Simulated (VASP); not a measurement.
# LiF in VASP: a series of runs

LiF is run at these levels: PBE, r2SCAN; tasks: single point.

All numbers are computed with VASP 6.6.1; they aren't measurements. Logs are shortened: lines on timing, memory, paths and dates and some standing lists are left out, and cuts for length are marked.

### Step 1. The cell of the first run

It takes space group R-3m (No. 166, trigonal). Conventional cell: a = 2.821 Å, b = 2.821 Å, c = 6.781 Å, α = 90.00°, β = 90.00°, γ = 120.00°. Li (site symmetry -3m) has 6 F at 1.98 Å within 2.6 Å. F (site symmetry -3m) has 6 Li at 1.98 Å within 2.6 Å.

### Step 2. Single point, PBE (strain along [111] -1.9%)

Contents of INCAR:

```
SYSTEM = LiF
PREC = Accurate
ENCUT = 520
EDIFF = 1E-6
ISMEAR = -1
SIGMA = 0.02
LREAL = .FALSE.
LASPH = .TRUE.
NELM = 80
ALGO = Normal
ISIF = 2
LWAVE = .FALSE.
LCHARG = .FALSE.
GGA = PE
NBANDS = 12
```

Contents of KPOINTS:

```
regular mesh
0
G
  10 10 10
  0 0 0
```

Contents of POSCAR:

```
LiF
1.0
   -0.0248694010      1.9700023396      1.9700023396
    1.9700023396     -0.0248694010      1.9700023396
    1.9700023396      1.9700023396     -0.0248694010
Li F
1 1
Direct
    0.0000000000      0.0000000000      0.0000000000
    0.5000000000      0.5000000000      0.5000000000
```

Potentials or basis: VASP PAW PBE potentials, release 64 (Li_sv, F).

On the command line:

```console
cat potpaw_PBE.64/Li_sv/POTCAR potpaw_PBE.64/F/POTCAR > POTCAR
mpirun -np 1 vasp_std > vasp.out
```

OUTCAR:

```text
SYSTEM = LiF
   PREC = Accurate
   ENCUT = 520
   EDIFF = 1E-6
   ISMEAR = -1
   LREAL = .FALSE.
   LASPH = .TRUE.
   NELM = 80
   ISIF = 2
   GGA = PE

 ion  position               nearest neighbor table
   1  0.000  0.000  0.000-   2 1.98   2 1.98   2 1.98   2 1.98   2 1.98   2 1.98
   2  0.500  0.500  0.500-   1 1.98   1 1.98   1 1.98   1 1.98   1 1.98   1 1.98

  LATTYP: Found a trigonal (rhomboedric) cell.
 ALAT       =     2.7861150233
 COS(alpha) =     0.4873371210

  Lattice vectors:

 A1 = (  -0.0248694010,   1.9700023396,   1.9700023396)
 A2 = (   1.9700023396,  -0.0248694010,   1.9700023396)
 A3 = (   1.9700023396,   1.9700023396,  -0.0248694010)

Analysis of symmetry for initial positions (statically):
=====================================================================
 Subroutine PRICEL returns:
 Original cell was already a primitive cell.

 Routine SETGRP: Setting up the symmetry group for a
 trigonal (rhombohedral) supercell.

 Subroutine GETGRP returns: Found 12 space group operations
 (whereof 12 operations were pure point group operations)
 out of a pool of 12 trial point group operations.

The static configuration has the point symmetry D_3d.

Analysis of symmetry for dynamics (positions and initial velocities):
=====================================================================
 Subroutine PRICEL returns:
 Original cell was already a primitive cell.

 Routine SETGRP: Setting up the symmetry group for a
 trigonal (rhombohedral) supercell.

 Subroutine GETGRP returns: Found 12 space group operations
 (whereof 12 operations were pure point group operations)
 out of a pool of 12 trial point group operations.

The dynamic configuration has the point symmetry D_3d.

 Subroutine INISYM returns: Found 12 space group operations
 (whereof 12 operations are pure point group operations),
 and found     1 'primitive' translations

----------------------------------------------------------------------------------------

                                     Primitive cell

  volume of cell :      15.5803

  direct lattice vectors                    reciprocal lattice vectors
    -0.024869401  1.970002340  1.970002340    -0.249050568  0.252234792  0.252234792
     1.970002340 -0.024869401  1.970002340     0.252234792 -0.249050568  0.252234792
     1.970002340  1.970002340 -0.024869401     0.252234792  0.252234792 -0.249050568

  length of vectors
     2.786115023  2.786115023  2.786115023     0.435052832  0.435052832  0.435052832

[... 83 lines left out ...]
   NSW    =      0    number of steps for IOM
   IBRION =     -1    ionic relax: 0-MD 1-quasi-New 2-CG
   NFREE  =      0    steps in history (QN), initial steepest desc. (CG)
   ISIF   =      2    stress and relaxation
   ISYM   =      2    0-nonsym 1-usesym 2-fastsym
   POTIM  = 0.5000    time-step for ionic-motion
   TEBEG  =    0.0;   TEEND  =   0.0 temperature during run
   PSTRESS=    0.0 pullay stress
   NELECT =      10.0000    total number of electrons
   NUPDOWN=      -1.0000    fix difference up-down
   EMIN   =  10.00;   EMAX   =-10.00  energy-range for DOS
   EFERMI =   0.00;   METHOD = LEGACY
   ISMEAR =    -1;   SIGMA  =   0.02  broadening in eV -4-tet -1-fermi 0-gaus
   EFERMI_NEDOS =   21; number of points for ismear=-14 and -15
   IALGO  =     38    algorithm
   IMIX   =      4    mixing-type and parameters
     AMIX     =   0.40;   BMIX     =  1.00
     AMIX_MAG =   1.60;   BMIX_MAG =  1.00
  volume/ion in A,a.u.               =       7.79        52.57
  Fermi-wavevector in a.u.,A,eV,Ry     =   1.412156  2.668587 27.132517  1.994184
  Thomas-Fermi vector in A             =   2.533933
   LORBIT       =      0    0 simple, 1 ext, 2 COOP (PROOUT), +10 PAW based schemes
   GGA     = PE    functional components
   LHFCALC =     F    Hartree Fock is set to
   AEXX    =    0.0000 exact exchange contribution
   IVDW    =     0    specifies the selected vdW correction
   LEPSILON=     F    determine dielectric tensor
   LRPA    =     F    only Hartree local field effects (RPA)
 non-spin polarized calculation
  energy-cutoff  :      520.00
  volume of cell :       15.58
 maximum number of plane-waves:       436
 NGX is ok and might be reduce to    24
   NGX = 11   NGY = 11   NGZ = 11

 number of electron      10.0000000 magnetization

 Free energy of the ion-electron system (eV)
  ---------------------------------------------------
  ext. energy  EPLUGINS =         0.00000000
  ---------------------------------------------------
  free energy    TOTEN  =        -9.61668994 eV

  energy without entropy =       -9.61668994  energy(sigma->0) =       -9.61668994

 E-fermi :  -0.0924     XC(G=0): -10.2162

 val. band max:       -0.6506249168   @ k =   0.0000   0.0000   0.0000
 cond. band min:       8.8038679932   @ k =   0.0000   0.0000   0.0000
 fundamental gap:      9.4544929100
 Fermi energy:        -0.0924042098

 k-point     1 :       0.0000    0.0000    0.0000
  band No.  band energies     occupation
      1     -41.5435      2.00000
      2     -20.8295      2.00000
      3      -0.7552      2.00000
      4      -0.7552      2.00000
      5      -0.6506      2.00000
      6       8.8039      0.00000
      7      23.8063      0.00000
      8      23.8063      0.00000
      9      23.8582      0.00000
     10      23.8582      0.00000
     11      24.0078      0.00000
     12      24.5224      0.00000
[... 331 lines left out ...]
 k-point    24 :       0.4000    0.3000    0.0000
  band No.  band energies     occupation
      1     -41.4703      2.00000
      2     -20.2517      2.00000
      3      -3.1902      2.00000
      4      -1.7022      2.00000
      5      -1.4822      2.00000
      6      12.8112      0.00000
      7      16.3656      0.00000
      8      18.3108      0.00000
      9      20.1008      0.00000
     10      20.9330      0.00000
     11      34.2608      0.00000
     12      35.0960      0.00000

 [... further k-points ...]
[... 5 lines left out ...]
  --------------------------------------------------------------------------------------
  -------------------------------------------------------------------------------------
  Total        0.5477108      0.5477108      0.5477108      0.0789840      0.0789840      0.0789840
  in kB       56.3229223     56.3229223     56.3229223      8.1221891      8.1221891      8.1221891
  external PRESSURE =      56.3229223 kB  Pullay stress =       0.0000000 kB

 VOLUME and BASIS-vectors are now :
 -----------------------------------------------------------------------------
  energy-cutoff  :      520.00
  volume of cell :       15.58
      direct lattice vectors                 reciprocal lattice vectors
    -0.024869401  1.970002340  1.970002340    -0.249050568  0.252234792  0.252234792
     1.970002340 -0.024869401  1.970002340     0.252234792 -0.249050568  0.252234792
     1.970002340  1.970002340 -0.024869401     0.252234792  0.252234792 -0.249050568

 POSITION                                       TOTAL-FORCE (eV/Angst)
 -----------------------------------------------------------------------------------
      0.00000      0.00000      0.00000        -0.000000      0.000000     -0.000000
      1.95757      1.95757      1.95757         0.000000     -0.000000      0.000000
 -----------------------------------------------------------------------------------
    total drift:                               -0.000000     -0.000000      0.000000

  FREE ENERGIE OF THE ION-ELECTRON SYSTEM (eV)
  ---------------------------------------------------
  free  energy   TOTEN  =        -9.6166899359 eV

  energy  without entropy=       -9.6166899359  energy(sigma->0) =       -9.61668994
```

It took 7.1 s on 1 thread of Intel Xeon 6975P-C (Granite Rapids), shared host; peak memory 0.14 GiB.

Results:

| Item | Value |
| --- | --- |
| Free energy | -9.6167 eV |
| Band gap on the k mesh | 9.45 eV, direct |

Caveat: the cell differs from its parent crystal (strain along [111] -1.9%); the cutoff is under 1.25 times the usual one of these potentials, so pressure, stress and relaxed cells hold a basis-set (Pulay) error.

### Step 3. Single point, r2SCAN (biaxial xy strain +3.7%)

Contents of POSCAR:

```
LiF
1.0
    0.0000000000      2.0684825078      1.9948717406
    2.0684825078      0.0000000000      1.9948717406
    2.0684825078      2.0684825078      0.0000000000
Li F
1 1
Direct
    0.0000000000      0.0000000000      0.0000000000
    0.5000000000      0.5000000000      0.5000000000
```

Contents of INCAR.step1:

```
  PREC = Accurate
  ENCUT = 520
  ISMEAR = 0
  SIGMA = 0.01
  LREAL = False
  LASPH = True
  NELM = 100
  NBANDS = 12
  GGA = PE
  ALGO = Normal
  EDIFF = 1E-4
  LWAVE = True
  LCHARG = False
```

Contents of INCAR.step2:

```
  PREC = Accurate
  ENCUT = 520
  EDIFF = 1E-6
  ISMEAR = 0
  SIGMA = 0.01
  LREAL = False
  LASPH = True
  NELM = 100
  ALGO = Normal
  ISIF = 2
  LWAVE = False
  LCHARG = True
  METAGGA = R2SCAN
  LMIXTAU = True
  LELF = True
  LVHAR = True
  NBANDS = 12
  ISTART = 1
```

Contents of KPOINTS:

```
Automatic mesh
0
Gamma
  10 10 10
```

Potentials or basis: VASP PAW PBE potentials, release 64 (Li_sv, F).

On the command line:

```console
cat potpaw_PBE.64/Li_sv/POTCAR potpaw_PBE.64/F/POTCAR > POTCAR
cp INCAR.step1 INCAR
mpirun -np 1 vasp_std > vasp.out
cp INCAR.step2 INCAR
mpirun -np 1 vasp_std > vasp.out
```

It took 25 s on 1 thread of Intel Xeon 6975P-C (Granite Rapids), shared host; peak memory 0.14 GiB.

The run converged. Its results:

```
Free energy            : -11.8785 eV
Band gap on the k mesh : 9.82 eV, direct
```

Levels at points of the mesh, in eV from the valence-band top:
```csv
k point,band 3,band 4,band 5,band 6,band 7,band 8
"(0.00, 0.00, 0.00)",-0.09,0.00,0.00,9.82,24.94,24.94
"(0.50, 0.00, 0.00)",-2.39,-0.29,-0.22,11.56,17.55,19.70
"(0.50, 0.50, 0.00)",-2.83,-1.04,-1.04,16.06,16.87,18.57
"(0.50, 0.00, 0.50)",-2.85,-1.05,-0.83,15.37,17.38,18.49
```

Caveat: the cell differs from its parent crystal (biaxial xy strain +3.7%); the cutoff is under 1.25 times the usual one of these potentials, so pressure, stress and relaxed cells hold a basis-set (Pulay) error; the PAW data sets were made with another functional, which shifts forces and pressure a little. A k mesh can miss the band edges.

(Part 1 of 2 ends here.)
